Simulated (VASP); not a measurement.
# Rh (Fm-3m) in VASP: single point with r2SCAN

Aim: the single point of Rh with r2SCAN.

Everything below comes from runs of VASP 6.6.1. Logs are shortened: lines on timing, memory, paths and dates and some standing lists are left out, and cuts for length are marked.

## (1) The cell of the first run

It takes space group Fm-3m (No. 225, cubic). The conventional cell has a = 3.799 Å, b = 3.799 Å, c = 3.799 Å, α = 90.00°, β = 90.00°, γ = 90.00°. Within 3.5 Å of Rh (site symmetry m-3m) lie 12 Rh at 2.69 Å.

## (2) Single point, r2SCAN

File POSCAR:

```
Rh
1.0
    2.6865656029      0.0000000000      0.0000000000
    1.3432828015      2.3266340611      0.0000000000
    1.3432828015      0.7755446870      2.1935716292
Rh
1
Direct
    0.0000000000      0.0000000000      0.0000000000
```

File INCAR.step1:

```
SYSTEM = Rh
PREC = Accurate ; ENCUT = 680
ISMEAR = 0 ; SIGMA = 0.05
LREAL = .False. ; LASPH = .True.
NELM = 120 ; NBANDS = 14
GGA = PE ; ALGO = Normal
EDIFF = 1E-5 ; LWAVE = .True.
LCHARG = .False. ; GGA_COMPAT = .False.
```

File INCAR.step2:

```
SYSTEM = Rh
PREC = Accurate ; ENCUT = 680
EDIFF = 1E-6 ; ISMEAR = 0
SIGMA = 0.05 ; LREAL = .False.
LASPH = .True. ; NELM = 120
ALGO = Normal ; ISIF = 2
LWAVE = .False. ; LCHARG = .False.
METAGGA = R2SCAN ; LMIXTAU = .True.
NBANDS = 14 ; ISTART = 1
GGA_COMPAT = .False.
```

File KPOINTS:

```
Automatic mesh
0
Gamma
  10 10 10
  0 0 0
```

Potentials or basis: VASP PAW PBE potentials, release 64 (Rh_sv_GW).

The run is started by

```bash
> cat potpaw_PBE.64/Rh_sv_GW/POTCAR > POTCAR
> cp INCAR.step1 INCAR
> mpirun -np 1 vasp_std > vasp.out
> cp INCAR.step2 INCAR
> mpirun -np 1 vasp_std > vasp.out
```

OUTCAR:

```text
SYSTEM = Rh
   PREC = Accurate
   ENCUT = 680
   EDIFF = 1E-6
   ISMEAR = 0
   LREAL = .False.
   LASPH = .True.
   NELM = 120
   ISIF = 2
   METAGGA = R2SCAN
   ISTART = 1

 ion  position               nearest neighbor table
   1  0.000  0.000  0.000-

  LATTYP: Found a face centered cubic cell.
 ALAT       =     3.7993775119

  Lattice vectors:

 A1 = (   2.6865656029,   0.0000000000,   0.0000000000)
 A2 = (   1.3432828015,   2.3266340611,   0.0000000000)
 A3 = (   1.3432828015,   0.7755446870,   2.1935716292)

Analysis of symmetry for initial positions (statically):
=====================================================================
 Subroutine PRICEL returns:
 Original cell was already a primitive cell.

 Routine SETGRP: Setting up the symmetry group for a
 face centered cubic supercell.

 Subroutine GETGRP returns: Found 48 space group operations
 (whereof 48 operations were pure point group operations)
 out of a pool of 48 trial point group operations.

The static configuration has the point symmetry O_h .

Analysis of symmetry for dynamics (positions and initial velocities):
=====================================================================
 Subroutine PRICEL returns:
 Original cell was already a primitive cell.

 Routine SETGRP: Setting up the symmetry group for a
 face centered cubic supercell.

 Subroutine GETGRP returns: Found 48 space group operations
 (whereof 48 operations were pure point group operations)
 out of a pool of 48 trial point group operations.

The dynamic configuration has the point symmetry O_h .

 Subroutine INISYM returns: Found 48 space group operations
 (whereof 48 operations are pure point group operations),
 and found     1 'primitive' translations

----------------------------------------------------------------------------------------

                                     Primitive cell

  volume of cell :      13.7113

  direct lattice vectors                    reciprocal lattice vectors
     2.686565603  0.000000000  0.000000000     0.372222439 -0.214902725 -0.151959174
     1.343282802  2.326634061  0.000000000     0.000000000  0.429805450 -0.151959174
     1.343282802  0.775544687  2.193571629     0.000000000  0.000000000  0.455877523

  length of vectors
     2.686565603  2.686565603  2.686565603     0.455877523  0.455877523  0.455877523

  position of ions in fractional coordinates (direct lattice)
     0.000000000  0.000000000  0.000000000

  ion indices of the primitive-cell ions
   primitive index   ion index
                 1           1

----------------------------------------------------------------------------------------

 KPOINTS: Automatic mesh

Automatic generation of k-mesh.
 Grid dimensions read from file:
 generate k-points for:   10   10   10

 Generating k-lattice:

  Cartesian coordinates                     Fractional coordinates (reciprocal lattice)
     0.037222244 -0.021490273 -0.015195917     0.100000000  0.000000000  0.000000000
     0.000000000  0.042980545 -0.015195917     0.000000000  0.100000000  0.000000000
     0.000000000  0.000000000  0.045587752     0.000000000  0.000000000  0.100000000

  Length of vectors
     0.045587752  0.045587752  0.045587752

  Shift w.r.t. Gamma in fractional coordinates (k-lattice)
     0.000000000  0.000000000  0.000000000

 Subroutine IBZKPT returns following result:
 ===========================================

 Found     47 irreducible k-points:

 Following reciprocal coordinates:
            Coordinates               Weight
  0.000000  0.000000  0.000000      1.000000
  0.100000 -0.000000  0.000000      8.000000
  0.200000 -0.000000  0.000000      8.000000
  0.300000  0.000000  0.000000      8.000000
  0.400000  0.000000  0.000000      8.000000
  0.500000  0.000000  0.000000      4.000000
[... 16 lines left out ...]
  0.300000  0.300000  0.000000      6.000000
  0.400000  0.300000  0.000000     24.000000
 [... further k-points ...]
   k-points           NKPTS =     47   k-points in BZ     NKDIM =     47   number of bands    NBANDS=     14
   number of dos      NEDOS =    301   number of ions     NIONS =      1
   total plane-waves  NPLWV =  13824
   dimension x,y,z NGX =    24 NGY =   24 NGZ =   24
   dimension x,y,z NGXF=    48 NGYF=   48 NGZF=   48
   ions per type =               1
   NGX,Y,Z   is equivalent  to a cutoff of  14.85, 14.85, 14.85 a.u.
   NGXF,Y,Z  is equivalent  to a cutoff of  29.70, 29.70, 29.70 a.u.
 SYSTEM =  Rh
   PREC   = accura    normal or accurate (medium, high low for compatibility)
   ISTART =      1    job   : 0-new  1-cont  2-samecut
   ICHARG =      0    charge: 1-file 2-atom 10-const
   ISPIN  =      1    spin polarized calculation?
   LNONCOLLINEAR =      F non collinear calculations
   LSORBIT =      F    spin-orbit coupling
   LASPH  =      T    aspherical Exc in radial PAW
   ENCUT  =  680.0 eV  49.98 Ry    7.07 a.u.   5.71  5.71  5.71*2*pi/ulx,y,z
   NELM   =    120;   NELMIN=  2; NELMDL=  0     # of ELM steps
   EDIFF  = 0.1E-05   stopping-criterion for ELM
   LREAL  =      F    real-space projection
   EDIFFG = 0.1E-04   stopping-criterion for IOM
   NSW    =      0    number of steps for IOM
   IBRION =     -1    ionic relax: 0-MD 1-quasi-New 2-CG
   NFREE  =      0    steps in history (QN), initial steepest desc. (CG)
   ISIF   =      2    stress and relaxation
   ISYM   =      2    0-nonsym 1-usesym 2-fastsym
   POTIM  = 0.5000    time-step for ionic-motion
   TEBEG  =    0.0;   TEEND  =   0.0 temperature during run
   PSTRESS=    0.0 pullay stress
   NELECT =      17.0000    total number of electrons
   NUPDOWN=      -1.0000    fix difference up-down
   EMIN   =  10.00;   EMAX   =-10.00  energy-range for DOS
   EFERMI =   0.00;   METHOD = LEGACY
   ISMEAR =     0;   SIGMA  =   0.05  broadening in eV -4-tet -1-fermi 0-gaus
   EFERMI_NEDOS =   21; number of points for ismear=-14 and -15
   IALGO  =     38    algorithm
   IMIX   =      4    mixing-type and parameters
     AMIX     =   0.40;   BMIX     =  1.00
     AMIX_MAG =   1.60;   BMIX_MAG =  1.00
  volume/ion in A,a.u.               =      13.71        92.53
  Fermi-wavevector in a.u.,A,eV,Ry     =   1.758728  3.323514 42.084511  3.093124
  Thomas-Fermi vector in A             =   2.827830
   LORBIT       =      0    0 simple, 1 ext, 2 COOP (PROOUT), +10 PAW based schemes
   METAGGA = R2SCAN    functional components
   LHFCALC =     F    Hartree Fock is set to
   AEXX    =    0.0000 exact exchange contribution
   IVDW    =     0    specifies the selected vdW correction
   LEPSILON=     F    determine dielectric tensor
   LRPA    =     F    only Hartree local field effects (RPA)
 non-spin polarized calculation
 Gauss-broadening in eV      SIGMA  =   0.05
  energy-cutoff  :      680.00
  volume of cell :       13.71
 maximum number of plane-waves:       568
   NGX = 11   NGY = 11   NGZ = 11

 number of electron      17.0000001 magnetization

 Free energy of the ion-electron system (eV)
  ---------------------------------------------------
  ext. energy  EPLUGINS =         0.00000000
  ---------------------------------------------------
  free energy    TOTEN  =       -23.29645848 eV

  energy without entropy =      -23.29452755  energy(sigma->0) =      -23.29549302

 E-fermi :  10.7539     XC(G=0): -15.2967

 val. band max:       10.7388715516   @ k =  -0.3000   0.3000   0.1000
 cond. band min:      10.8317384355   @ k =   0.5000   0.2000   0.1000
 fundamental gap:      0.0928668839
 Fermi energy:        10.7538625068

 k-point     1 :       0.0000    0.0000    0.0000
  band No.  band energies     occupation
      1     -70.4620      2.00000
      2     -37.0849      2.00000
      3     -37.0849      2.00000
      4     -37.0849      2.00000
      5       2.5589      2.00000
      6       7.5470      2.00000
      7       7.5470      2.00000
      8       7.5470      2.00000
      9       9.6459      2.00000
     10       9.6459      2.00000
     11      27.1915      0.00000
     12      32.8628      0.00000
     13      32.8628      0.00000
     14      32.8628      0.00000

 k-point     2 :       0.1000   -0.0000    0.0000
  band No.  band energies     occupation
      1     -70.4503      2.00000
      2     -37.1624      2.00000
      3     -37.0954      2.00000
      4     -37.0954      2.00000
      5       2.9696      2.00000
      6       7.3759      2.00000
      7       7.6999      2.00000
      8       7.6999      2.00000
      9       9.5689      2.00000
     10       9.5689      2.00000
     11      27.7622      0.00000
     12      31.0878      0.00000
     13      33.4631      0.00000
     14      33.4631      0.00000

 k-point     3 :       0.2000   -0.0000    0.0000
  band No.  band energies     occupation
      1     -70.4194      2.00000
      2     -37.3628      2.00000
      3     -37.1226      2.00000
      4     -37.1226      2.00000
      5       3.9652      2.00000
      6       7.1997      2.00000
      7       7.9240      2.00000
      8       7.9240      2.00000
      9       9.6074      2.00000
     10       9.6074      2.00000
     11      28.0706      0.00000
     12      28.8475      0.00000
     13      35.0780      0.00000
     14      35.0780      0.00000

 k-point     4 :       0.3000    0.0000    0.0000
  band No.  band energies     occupation
      1     -70.3809      2.00000
      2     -37.6061      2.00000
      3     -37.1562      2.00000
      4     -37.1562      2.00000
      5       4.5725      2.00000
      6       7.7972      2.00000
      7       7.7972      2.00000
      8       8.1199      2.00000
      9      10.1990      2.00000
     10      10.1990      2.00000
     11      24.9189      0.00000
     12      28.4363      0.00000
     13      35.9378      0.00000
     14      35.9378      0.00000

 k-point     5 :       0.4000    0.0000    0.0000
  band No.  band energies     occupation
      1     -70.3497      2.00000
      2     -37.7994      2.00000
      3     -37.1832      2.00000
      4     -37.1832      2.00000
      5       4.4797      2.00000
      6       7.5406      2.00000
      7       7.5406      2.00000
      8      10.2601      2.00000
      9      10.9681      0.00000
     10      10.9681      0.00000
     11      21.6258      0.00000
[... 276 lines left out ...]
 k-point    22 :      -0.2000    0.2000    0.0000
  band No.  band energies     occupation
      1     -70.3676      2.00000
      2     -37.5674      2.00000
      3     -37.3067      2.00000
      4     -37.1526      2.00000
      5       5.6742      2.00000
      6       6.5683      2.00000
      7       7.5770      2.00000
      8       8.6744      2.00000
      9       8.9577      2.00000
     10      12.0422      0.00000
     11      26.3351      0.00000
     12      27.7832      0.00000
     13      31.9000      0.00000
     14      34.0916      0.00000

 k-point    23 :       0.3000    0.3000    0.0000
  band No.  band energies     occupation
      1     -70.3542      2.00000
      2     -37.5812      2.00000
      3     -37.2745      2.00000
      4     -37.2745      2.00000
      5       5.0081      2.00000
      6       5.4257      2.00000
      7       9.5240      2.00000
      8       9.8845      2.00000
      9       9.8845      2.00000
     10      10.6437      1.99816
     11      28.7715      0.00000
     12      28.7715      0.00000
     13      29.0904      0.00000
     14      32.3780      0.00000

 k-point    24 :       0.4000    0.3000    0.0000
  band No.  band energies     occupation
      1     -70.3295      2.00000
      2     -37.6858      2.00000
      3     -37.3317      2.00000
      4     -37.3069      2.00000
      5       4.9258      2.00000
      6       5.2482      2.00000
      7       9.2737      2.00000
      8      10.0169      2.00000
      9      11.2074      0.00000
     10      12.2528      0.00000
     11      25.7296      0.00000
     12      27.6083      0.00000
     13      27.6943      0.00000
     14      33.2923      0.00000

 [... further k-points ...]
[... 5 lines left out ...]
  --------------------------------------------------------------------------------------
  -------------------------------------------------------------------------------------
  Total        0.0045106      0.0045106      0.0045106      0.0000000     -0.0000000      0.0000000
  in kB        0.5270640      0.5270640      0.5270640      0.0000000     -0.0000000      0.0000000
  external PRESSURE =       0.5270640 kB  Pullay stress =       0.0000000 kB

 VOLUME and BASIS-vectors are now :
 -----------------------------------------------------------------------------
  energy-cutoff  :      680.00
  volume of cell :       13.71
      direct lattice vectors                 reciprocal lattice vectors
     2.686565603  0.000000000  0.000000000     0.372222439 -0.214902725 -0.151959174
     1.343282802  2.326634061  0.000000000     0.000000000  0.429805450 -0.151959174
     1.343282802  0.775544687  2.193571629     0.000000000  0.000000000  0.455877523

 POSITION                                       TOTAL-FORCE (eV/Angst)
 -----------------------------------------------------------------------------------
      0.00000      0.00000      0.00000        -0.000000      0.000000      0.000000
 -----------------------------------------------------------------------------------
    total drift:                               -0.000000     -0.000000      0.000000

  FREE ENERGIE OF THE ION-ELECTRON SYSTEM (eV)
  ---------------------------------------------------
  free  energy   TOTEN  =       -23.2964584833 eV

  energy  without entropy=      -23.2945275508  energy(sigma->0) =      -23.29549302
```

Wall time 81 s (1 thread of Intel Xeon Platinum 8259CL at 2.50GHz (Skylake/Cascade Lake), shared host); peak memory 0.16 GiB.

Results:

```
Free energy            : -23.2965 eV
Pressure               : 0.1 GPa
Band gap on the k mesh : zero (an odd number of electrons rules out a gap without spin polarisation)
```

Caveat: the PAW data sets were made with another functional, which shifts forces and pressure a little.

The gap in the log of VASP goes by the Fermi energy; the results here count the filled bands.